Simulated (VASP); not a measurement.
# MoS2 (Fm-3m) in VASP: further runs

The runs below take MoS2 through single point, with PBEsol.

Program: VASP 6.6.1. These are calculated values, not measurements. Logs are shortened: lines on timing, memory, paths and dates and some standing lists are left out, and cuts for length are marked.

## (1) The cell of the first run

It takes space group Fm-3m (No. 225, cubic). The conventional cell has a = 5.865 Å, b = 5.865 Å, c = 5.865 Å, α = 90.00°, β = 90.00°, γ = 90.00°. Within 3.4 Å of Mo (site symmetry m-3m) lie 8 S at 2.54 Å. Within 3.4 Å of S (site symmetry -43m) lie 4 Mo at 2.54 Å and 6 S at 2.93 Å.

## (2) Single point, PBEsol

Contents of INCAR:

```
SYSTEM = MoS2
  ALGO = Normal
  EDIFF = 1E-6
  ENCUT = 520
  GGA = PS
  ISIF = 2
  ISMEAR = -1
  LASPH = .True.
  LCHARG = .False.
  LREAL = .False.
  LWAVE = .False.
  NBANDS = 20
  NELM = 100
  PREC = Accurate
  SIGMA = 0.02
```

Contents of KPOINTS:

```
k-points
0
Gamma
  6 6 6
  0 0 0
```

Contents of POSCAR:

```
MoS2
1.0
    0.0000000000      2.9323968606      2.9323968606
    2.9323968606      0.0000000000      2.9323968606
    2.9323968606      2.9323968606      0.0000000000
Mo S
1 2
Direct
    0.0000000000      0.0000000000      0.0000000000
    0.2500000000      0.2500000000      0.2500000000
    0.7500000000      0.7500000000      0.7500000000
```

Potentials or basis: VASP PAW PBE potentials, release 64 (Mo_sv, S).

Run with:

```bash
$ cat potpaw_PBE.64/Mo_sv/POTCAR potpaw_PBE.64/S/POTCAR > POTCAR
$ mpirun -np 1 vasp_std > vasp.out
```

OUTCAR:

```text
SYSTEM = MoS2
   EDIFF = 1E-6
   ENCUT = 520
   GGA = PS
   ISIF = 2
   ISMEAR = -1
   LASPH = .True.
   LREAL = .False.
   NELM = 100
   PREC = Accurate

 ion  position               nearest neighbor table
   1  0.000  0.000  0.000-   3 2.54   3 2.54   3 2.54   2 2.54   3 2.54   2 2.54   2 2.54   2 2.54

   2  0.250  0.250  0.250-   1 2.54   1 2.54   1 2.54   1 2.54
   3  0.750  0.750  0.750-   1 2.54   1 2.54   1 2.54   1 2.54

  LATTYP: Found a face centered cubic cell.
 ALAT       =     5.8647937212

  Lattice vectors:

 A1 = (   0.0000000000,   2.9323968606,   2.9323968606)
 A2 = (   2.9323968606,   0.0000000000,   2.9323968606)
 A3 = (   2.9323968606,   2.9323968606,   0.0000000000)

Analysis of symmetry for initial positions (statically):
=====================================================================
 Subroutine PRICEL returns:
 Original cell was already a primitive cell.

 Routine SETGRP: Setting up the symmetry group for a
 face centered cubic supercell.

 Subroutine GETGRP returns: Found 48 space group operations
 (whereof 48 operations were pure point group operations)
 out of a pool of 48 trial point group operations.

The static configuration has the point symmetry O_h .

Analysis of symmetry for dynamics (positions and initial velocities):
=====================================================================
 Subroutine PRICEL returns:
 Original cell was already a primitive cell.

 Routine SETGRP: Setting up the symmetry group for a
 face centered cubic supercell.

 Subroutine GETGRP returns: Found 48 space group operations
 (whereof 48 operations were pure point group operations)
 out of a pool of 48 trial point group operations.

The dynamic configuration has the point symmetry O_h .

 Subroutine INISYM returns: Found 48 space group operations
 (whereof 48 operations are pure point group operations),
 and found     1 'primitive' translations

----------------------------------------------------------------------------------------

                                     Primitive cell

  volume of cell :      50.4311

  direct lattice vectors                    reciprocal lattice vectors
     0.000000000  2.932396861  2.932396861    -0.170508981  0.170508981  0.170508981
     2.932396861  0.000000000  2.932396861     0.170508981 -0.170508981  0.170508981
     2.932396861  2.932396861  0.000000000     0.170508981  0.170508981 -0.170508981

  length of vectors
     4.147035411  4.147035411  4.147035411     0.295330218  0.295330218  0.295330218

  position of ions in fractional coordinates (direct lattice)
     0.000000000  0.000000000  0.000000000
[... 70 lines left out ...]
   NELM   =    100;   NELMIN=  2; NELMDL= -5     # of ELM steps
   EDIFF  = 0.1E-05   stopping-criterion for ELM
   LREAL  =      F    real-space projection
   EDIFFG = 0.1E-04   stopping-criterion for IOM
   NSW    =      0    number of steps for IOM
   IBRION =     -1    ionic relax: 0-MD 1-quasi-New 2-CG
   NFREE  =      0    steps in history (QN), initial steepest desc. (CG)
   ISIF   =      2    stress and relaxation
   ISYM   =      2    0-nonsym 1-usesym 2-fastsym
   POTIM  = 0.5000    time-step for ionic-motion
   TEBEG  =    0.0;   TEEND  =   0.0 temperature during run
   PSTRESS=    0.0 pullay stress
   NELECT =      26.0000    total number of electrons
   NUPDOWN=      -1.0000    fix difference up-down
   EMIN   =  10.00;   EMAX   =-10.00  energy-range for DOS
   EFERMI =   0.00;   METHOD = LEGACY
   ISMEAR =    -1;   SIGMA  =   0.02  broadening in eV -4-tet -1-fermi 0-gaus
   EFERMI_NEDOS =   21; number of points for ismear=-14 and -15
   IALGO  =     38    algorithm
   IMIX   =      4    mixing-type and parameters
     AMIX     =   0.40;   BMIX     =  1.00
     AMIX_MAG =   1.60;   BMIX_MAG =  1.00
  volume/ion in A,a.u.               =      16.81       113.44
  Fermi-wavevector in a.u.,A,eV,Ry     =   1.312703  2.480649 23.445418  1.723190
  Thomas-Fermi vector in A             =   2.443077
   LORBIT       =      0    0 simple, 1 ext, 2 COOP (PROOUT), +10 PAW based schemes
   GGA     = PS    functional components
   LHFCALC =     F    Hartree Fock is set to
   AEXX    =    0.0000 exact exchange contribution
   IVDW    =     0    specifies the selected vdW correction
   LEPSILON=     F    determine dielectric tensor
   LRPA    =     F    only Hartree local field effects (RPA)
 non-spin polarized calculation
  energy-cutoff  :      520.00
  volume of cell :       50.43
 maximum number of plane-waves:      1380
   NGX = 15   NGY = 15   NGZ = 15

 number of electron      25.9999997 magnetization

 Free energy of the ion-electron system (eV)
  ---------------------------------------------------
  ext. energy  EPLUGINS =         0.00000000
  ---------------------------------------------------
  free energy    TOTEN  =       -21.27154780 eV

  energy without entropy =      -21.26256474  energy(sigma->0) =      -21.26705627

 E-fermi :   8.2530     XC(G=0): -11.4292

 val. band max:        8.2417381271   @ k =   0.3333   0.0000   0.0000
 cond. band min:       8.2682014644   @ k =   0.5000   0.3333   0.0000
 fundamental gap:      0.0264633373
 Fermi energy:         8.2530176043

 k-point     1 :       0.0000    0.0000    0.0000
  band No.  band energies     occupation
      1     -52.7224      2.00000
      2     -26.8387      2.00000
      3     -26.8387      2.00000
      4     -26.8387      2.00000
      5      -7.0613      2.00000
      6      -2.4408      2.00000
[... 357 lines left out ...]
     19      16.2853      0.00000
     20      16.5988      0.00000

------------------------ aborting loop because EDIFF is reached ----------------------------------------

  FORCE on cell =-STRESS in cart. coord.  units (eV):
  Direction    XX          YY          ZZ          XY          YZ          ZX
  --------------------------------------------------------------------------------------
  -------------------------------------------------------------------------------------
  Total       -1.4172093     -1.4172093     -1.4172093      0.0000000      0.0000000      0.0000000
  in kB      -45.0242355    -45.0242355    -45.0242355      0.0000000      0.0000000      0.0000000
  external PRESSURE =     -45.0242355 kB  Pullay stress =       0.0000000 kB

 VOLUME and BASIS-vectors are now :
 -----------------------------------------------------------------------------
  energy-cutoff  :      520.00
  volume of cell :       50.43
      direct lattice vectors                 reciprocal lattice vectors
     0.000000000  2.932396861  2.932396861    -0.170508981  0.170508981  0.170508981
     2.932396861  0.000000000  2.932396861     0.170508981 -0.170508981  0.170508981
     2.932396861  2.932396861  0.000000000     0.170508981  0.170508981 -0.170508981

 POSITION                                       TOTAL-FORCE (eV/Angst)
 -----------------------------------------------------------------------------------
      0.00000      0.00000      0.00000        -0.000000      0.000000     -0.000000
      1.46620      1.46620      1.46620         0.000000      0.000000      0.000000
      4.39860      4.39860      4.39860        -0.000000     -0.000000     -0.000000
 -----------------------------------------------------------------------------------
    total drift:                                0.000000     -0.000000      0.000000

  FREE ENERGIE OF THE ION-ELECTRON SYSTEM (eV)
  ---------------------------------------------------
  free  energy   TOTEN  =       -21.2715477966 eV

  energy  without entropy=      -21.2625647353  energy(sigma->0) =      -21.26705627
```

stdout:

```text
POSCAR found type information on POSCAR MoS
 POSCAR found :  2 types and       3 ions
 scaLAPACK will be used
 -----------------------------------------------------------------------------
|                                                                             |
|                                                                             |
|     You enforced a specific xc type in the INCAR file but a different       |
|     I HOPE YOU KNOW WHAT YOU ARE DOING!                                     |
|                                                                             |
 -----------------------------------------------------------------------------

 LDA part: xc-table for (Slater+PW92), standard interpolation
 POSCAR, INCAR and KPOINTS ok, starting setup
 FFT: planning ... GRIDC
 FFT: planning ... GRID_SOFT
 FFT: planning ... GRID
 WAVECAR not read
 entering main loop
```

It took 22 s on 1 thread of AMD EPYC 7R43 (Zen 3), shared host; peak memory 0.15 GiB.

What came out:

| Item | Value |
| --- | --- |
| Free energy | -21.2715 eV |
| Pressure | -4.5 GPa |
| Band gap on the k mesh | zero (bands 13 and 14 overlap by 0.78 eV) |

Levels at points of the mesh, in eV from the Fermi level:
| k point | band 9 | band 10 | band 11 | band 12 | band 13 | band 14 | band 15 | band 16 | band 17 | band 18 |
| --- | --- | --- | --- | --- | --- | --- | --- | --- | --- | --- |
| (0.00, 0.00, 0.00) | -6.03 | -0.98 | -0.98 | -0.45 | -0.45 | -0.45 | 4.25 | 4.25 | 4.25 | 5.09 |
| (0.50, 0.00, 0.00) | -3.72 | -3.01 | -2.91 | -2.91 | -0.49 | -0.49 | 1.60 | 3.99 | 3.99 | 6.83 |
| (0.50, 0.50, 0.00) | -5.04 | -2.48 | -2.48 | -0.70 | 0.08 | 1.02 | 1.72 | 3.51 | 3.51 | 5.81 |

Caveat: the cell stands under tension; the PAW data sets were made with another functional, which shifts forces and pressure a little.

## (3) Single point, PBEsol

Contents of INCAR:

```
SYSTEM = MoS2
PREC     = Accurate       ! precision mode
ENCUT    = 520            ! plane-wave cutoff, eV
EDIFF    = 1E-6           ! SCF threshold, eV
ISMEAR   = 1              ! smearing method
SIGMA    = 0.2            ! smearing width, eV
LREAL    = .FALSE.        ! projectors in reciprocal space
LASPH    = .TRUE.         ! aspherical terms in the spheres
NELM     = 100            ! most SCF steps
ALGO     = Normal         ! electronic algorithm
ISIF     = 2              ! what is computed and relaxed
LWAVE    = .FALSE.        ! write WAVECAR
LCHARG   = .FALSE.        ! write CHGCAR
GGA      = PS             ! functional
NBANDS   = 20             ! bands
```

Contents of KPOINTS:

```
Automatic mesh
0
G
  6 6 6
  0 0 0
```

POSCAR is that of step 2.

Potentials or basis: VASP PAW PBE potentials, release 64 (Mo_sv, S).

Run with:

```bash
$ cat potpaw_PBE.64/Mo_sv/POTCAR potpaw_PBE.64/S/POTCAR > POTCAR
$ mpirun -np 1 vasp_std > vasp.out
```

Wall time 22 s (1 thread of AMD EPYC 7R43 (Zen 3), shared host); peak memory 0.14 GiB.

The run converged. Its results:

- Free energy: -21.2745 eV
- Pressure: -4.6 GPa
- Band gap on the k mesh: zero (bands 13 and 14 overlap by 0.77 eV)

Levels at points of the mesh, in eV from the Fermi level:
| k point | band 11 | band 12 | band 13 | band 14 | band 15 | band 16 |
| --- | --- | --- | --- | --- | --- | --- |
| (0.00, 0.00, 0.00) | -0.98 | -0.46 | -0.46 | -0.46 | 4.25 | 4.25 |
| (0.50, 0.00, 0.00) | -2.91 | -2.91 | -0.49 | -0.49 | 1.60 | 3.99 |
| (0.50, 0.50, 0.00) | -2.48 | -0.70 | 0.08 | 1.02 | 1.72 | 3.50 |

Caveat: the cell stands under tension; the PAW data sets were made with another functional, which shifts forces and pressure a little.
